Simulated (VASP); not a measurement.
A run of VASP 6.6.1 is set up as follows.

File INCAR:

```
  PREC = Accurate
  ENCUT = 520
  EDIFF = 1E-6
  ISMEAR = 0
  SIGMA = 0.1
  LREAL = False
  LASPH = True
  NELM = 100
  ALGO = Fast
  ISIF = 2
  LWAVE = False
  LCHARG = False
  GGA = PE
  NBANDS = 10
```

File KPOINTS:

```
regular mesh
0
Gamma
  18 18 18
```

Contents of POSCAR:

```
Ir
1.0
    0.0000000000      1.8662198701      1.8662198701
    1.8662198701      0.0000000000      1.8662198701
    1.8662198701      1.8662198701      0.0000000000
Ir
1
Direct
    0.0000000000      0.0000000000      0.0000000000
```

Potentials or basis: VASP PAW PBE potentials, release 64 (Ir).

Launch:

```bash
$ cat potpaw_PBE.64/Ir/POTCAR > POTCAR
$ mpirun -np 1 vasp_std > vasp.out
```

Problem. Predict the pressure.

Solution. 51.0 GPa.
